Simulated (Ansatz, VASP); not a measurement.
One calculation of Si, two programs

```
Si
1.0
     0.00000    5.43000    5.43000
     5.43000    0.00000    5.43000
     5.43000    5.43000    0.00000
Si
17
Cartesian
  0.0009 0.0043 0.0067
  1.3571 1.3568 1.3578
  2.7093 2.7115 0.0047
  4.0683 4.0741 1.3263
  2.7082 0.0035 2.7131
  4.0675 1.3243 4.0767
  5.4456 2.6962 2.6985
  6.8186 4.0733 4.0750
  0.0022 2.7081 2.7110
  1.3187 4.0710 4.0744
  2.6862 5.4536 2.6930
  4.0697 6.8196 4.0728
  2.6852 2.6899 5.4575
  4.0689 4.0702 6.8232
  5.4495 5.4520 5.4549
  6.7779 6.7893 6.7932
  4.0623 4.0743 4.0786
```

Alike in both runs: functional PBEsol; k mesh 2 × 2 × 2; occupations gaussian, width 0.05 eV; no spin polarisation.

Ansatz relaxed the structure, and its values are those at the end. VASP's run is a single point on that final structure, the one shown.

```csv
,VASP,Ansatz
version,VASP 6.6.1,Ansatz 0.2.0
potentials or method,"VASP PAW PBE potentials, release 64 (Si), cutoff 520 eV","scalar-relativistic, plane waves, PAW"
valence electrons in the cell,68,68
```

```tsv
	VASP	Ansatz	Ansatz less VASP
rms of the force components (eV/Å)	0.014	0.013	-0.0009
```

VASP's potentials were made for PBE, not for PBEsol.

The k mesh is coarse, so the values compare programs but aren't converged.
